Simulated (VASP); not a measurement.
Crystal: CdS (Hawleyite).

```
Cd S
1.0
     0.00000    2.91650    2.91650
     2.91650    0.00000    2.91650
     2.91650    2.91650    0.00000
Cd S
1 1
Direct
  0.00000 0.00000 0.00000
  0.25000 0.25000 0.25000
```

| Item | Value |
| --- | --- |
| Program | VASP 6.6.1 |
| Task | relaxation of cell and atoms |
| Functional | LDA |
| Potentials or basis | VASP PAW LDA potentials, release 64 (Cd, S) |
| Cutoff | 600 eV |
| k mesh | 6 × 6 × 6 |
| Occupations | gaussian, width 0.01 eV |
| Spin | no spin polarisation |

At the start: pressure -2.0 GPa; volume 24.81 Å³/atom.

**Question.** Where does the relaxation end?

**Answer.** Over 3 steps the energy falls by 5.1 meV/atom and the volume is 24.03 Å³/atom (-3.2 %); space group F-43m (No. 216, to 0.05 Å).

Step by step:
| step | energy change (eV) | largest force (eV/Å) | pressure (GPa) | volume (Å³) |
| --- | --- | --- | --- | --- |
| 1 | 0.0000 | 0.0000 | -2.01 | 49.62 |
| 2 | -0.0083 | 0.0000 | 0.90 | 47.42 |
| 3 | -0.0101 | 0.0000 | -0.02 | 48.05 |

Final structure:
```
Cd S
1.0
     0.00000    2.88553    2.88553
     2.88553    0.00000    2.88553
     2.88553    2.88553    0.00000
Cd S
1 1
Direct
  0.00000 0.00000 0.00000
  0.25000 0.25000 0.25000
```
